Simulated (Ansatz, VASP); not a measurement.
CdS in VASP and in Ansatz

The input POSCAR:

```
CdS
1.0
    4.2611695877      0.0000000000      0.0000000000
   -2.1305847939      3.6902811128      0.0000000000
    0.0000000000      0.0000000000      5.8041729400
Cd S
1 1
Direct
    0.0000000000      0.0000000000      0.4426919200
    0.6666666667      0.3333333333      0.4343080800
```

Contents of INCAR.step1:

```
SYSTEM = CdS
PREC     = Accurate       ! precision mode
ENCUT    = 600            ! plane-wave cutoff, eV
EDIFF    = 1E-5           ! SCF threshold, eV
ISMEAR   = -1             ! smearing method
SIGMA    = 0.05           ! smearing width, eV
LREAL    = .False.        ! projectors in reciprocal space
LASPH    = .True.         ! aspherical terms in the spheres
NELM     = 80             ! most SCF steps
ALGO     = Normal         ! electronic algorithm
LWAVE    = .True.         ! write WAVECAR
LCHARG   = .False.        ! write CHGCAR
GGA      = PE             ! functional
NBANDS   = 16             ! bands
```

File INCAR.step2:

```
SYSTEM = CdS
PREC     = Accurate       ! precision mode
ENCUT    = 600            ! plane-wave cutoff, eV
EDIFF    = 1E-6           ! SCF threshold, eV
ISMEAR   = -1             ! smearing method
SIGMA    = 0.05           ! smearing width, eV
LREAL    = .False.        ! projectors in reciprocal space
LASPH    = .True.         ! aspherical terms in the spheres
NELM     = 80             ! most SCF steps
ALGO     = Normal         ! electronic algorithm
ISIF     = 3              ! what is computed and relaxed
LWAVE    = .False.        ! write WAVECAR
LCHARG   = .False.        ! write CHGCAR
GGA      = PE             ! functional
LHFCALC  = .True.         ! exact exchange
AEXX     = 0.25           ! exact-exchange fraction
HFSCREEN = 0.3            ! screening, 1/A
PRECFOCK = Normal       
IBRION   = 2              ! ionic algorithm
NSW      = 60             ! ionic steps
EDIFFG   = -0.01          ! ionic threshold
ISTART   = 1
```

File KPOINTS:

```
regular mesh
0
Gamma
  4 4 3
  0 0 0
```

Contents of input:

```
crystal:
  lattice:
    - [4.2611695877, 0.0, 0.0]
    - [-2.1305847939, 3.6902811128, 0.0]
    - [0.0, 0.0, 5.80417294]
  atoms:
    - { symbol: Cd, position: [0.0, 0.0, 0.44269192] }
    - { symbol: S, position: [0.6666666667, 0.3333333333, 0.43430808] }
hamiltonian:
  xc: { exchange: pbe, correlation: pbe, exx: { coeff: 0.25, omega: 0.3 } }
  pseudopotentials: { kind: paw }
kpoints:
  mp_grid: { grid: [4, 4, 3] }
scf:
  occupations: { method: fermi_dirac, width: 0.05 }
output:
  forces: true
  stress: true
  eigenvalues: true
relax:
  f_tol: 0.01
  max_steps: 40
  cell: { stress_tol: 0.05 }
```

Alike in both runs: task relaxation of cell and atoms; functional PBE-based screened hybrid; k mesh 4 × 4 × 3; occupations fermi-dirac, width 0.05 eV; no spin polarisation.

```csv
,VASP,Ansatz
version,VASP 6.6.1,Ansatz 0.2.0
potentials or method,"VASP PAW PBE potentials, release 64 (Cd, S)",Ansatz PAW
plane-wave cutoff (eV),600,420
valence electrons in the cell,18,26
```

VASP gave:

* gap on the k mesh at the Fermi level, each at its own relaxed structure (eV): 2.32
* relaxed volume (Å³/atom): 45.12
* relaxed cell length with the largest relative difference (Å): 5.804

Question: Which values does Ansatz return?

Answer: gap on the k mesh at the Fermi level, each at its own relaxed structure (eV): 2.34; relaxed volume (Å³/atom): 45.19; relaxed cell length with the largest relative difference (Å): 5.834.

VASP's potentials were made for PBE, not for PBE-based screened hybrid. VASP's potentials hold 18 valence electrons a cell and Ansatz's 26, so a difference there can come from the potentials and not from the codes.

The k mesh is coarse, so the values compare programs but aren't converged. Noted on Ansatz's run: odd divisions of the mesh miss points on the zone boundary, where band edges often lie, so the gap on the mesh can be too wide; the plane-wave basis is chosen anew once the cell has moved, so the energies of steps on either side of that aren't comparable.
